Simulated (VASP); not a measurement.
Input of a VASP 6.6.1 run:

POSCAR

```
Ca2SeO
1.0
    3.8828618427      0.0568839260      0.0000000000
    0.0568839260      3.8828618427      0.0000000000
    0.0000000000      0.0000000000      5.4944501823
O Ca Se
1 2 1
Direct
    0.0000000000      0.0000000000      0.0000000000
    0.0000000000      0.0000000000      0.5000000000
    0.5000000000      0.5000000000      0.0000000000
    0.5000000000      0.5000000000      0.5000000000
```

File INCAR.step1:

```
  PREC = Accurate
  ENCUT = 520
  ISMEAR = 0
  SIGMA = 0.01
  LREAL = False
  LASPH = True
  NELM = 80
  NBANDS = 24
  GGA = PE
  ALGO = Normal
  EDIFF = 1E-4
  LWAVE = True
  LCHARG = False
```

The input INCAR.step2:

```
  PREC = Accurate
  ENCUT = 520
  EDIFF = 1E-7
  ISMEAR = 0
  SIGMA = 0.01
  LREAL = False
  LASPH = True
  NELM = 80
  ALGO = Normal
  ISIF = 2
  LWAVE = False
  LCHARG = False
  METAGGA = R2SCAN
  LMIXTAU = True
  NBANDS = 24
  ISTART = 1
```

KPOINTS

```
regular mesh
0
Gamma
  6 6 6
```

Potentials or basis: VASP PAW PBE potentials, release 64 (O, Ca_sv, Se).

Launch:

```sh
$ cat potpaw_PBE.64/O/POTCAR potpaw_PBE.64/Ca_sv/POTCAR potpaw_PBE.64/Se/POTCAR > POTCAR
$ cp INCAR.step1 INCAR
$ mpirun -np 1 vasp_std > vasp.out
$ cp INCAR.step2 INCAR
$ mpirun -np 1 vasp_std > vasp.out
```

Task: What does it give for the pressure?

Result: 0.5 GPa.

Task: Estimate the band gap on the k mesh.

Result: 2.50 eV.

Stress tensor (GPa, compression positive):
```
 0.53 -1.79  0.00
-1.79  0.53  0.00
 0.00  0.00  0.39
```

Caveat: the cell differs from its parent crystal (shear xy strain +2.9%); the PAW data sets were made with another functional, which shifts forces and pressure a little. A k mesh can miss the band edges.
